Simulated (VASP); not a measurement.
A run of VASP 6.6.1:

Contents of POSCAR:

```
Sr
1.0
   -2.4250000000      2.7887500000      2.4250000000
    2.4250000000     -2.7887500000      2.4250000000
    2.4250000000      2.7887500000     -2.4250000000
Sr
1
Direct
    0.0000000000      0.0000000000      0.0000000000
```

Contents of INCAR.step1:

```
  ALGO = Normal
  EDIFF = 1E-4
  ENCUT = 520
  GGA = PE
  ISMEAR = 0
  LASPH = T
  LCHARG = F
  LREAL = F
  LWAVE = T
  NBANDS = 11
  NELM = 60
  PREC = Accurate
  SIGMA = 0.15
```

File INCAR.step2:

```
  ALGO = Normal
  EDIFF = 1E-7
  ENCUT = 520
  ISIF = 2
  ISMEAR = 0
  ISTART = 1
  LASPH = T
  LCHARG = F
  LMIXTAU = T
  LREAL = F
  LWAVE = F
  METAGGA = R2SCAN
  NBANDS = 11
  NELM = 60
  PREC = Accurate
  SIGMA = 0.15
```

File KPOINTS:

```
k-points
0
Gamma
  14 14 14
```

Potentials or basis: VASP PAW PBE potentials, release 64 (Sr_sv).

Launch:

```sh
$ cat potpaw_PBE.64/Sr_sv/POTCAR > POTCAR
$ cp INCAR.step1 INCAR
$ mpirun -np 1 vasp_std > vasp.out
$ cp INCAR.step2 INCAR
$ mpirun -np 1 vasp_std > vasp.out
```

Hardware: 1 thread of Intel Xeon 8259CL, with other jobs on the host.

Problem. How long does it take, and how much memory?

Solution. Run time: 16 min on 1 thread of Intel Xeon 8259CL, with other jobs on the host, peak memory 0.34 GiB. Counts: k points 244.
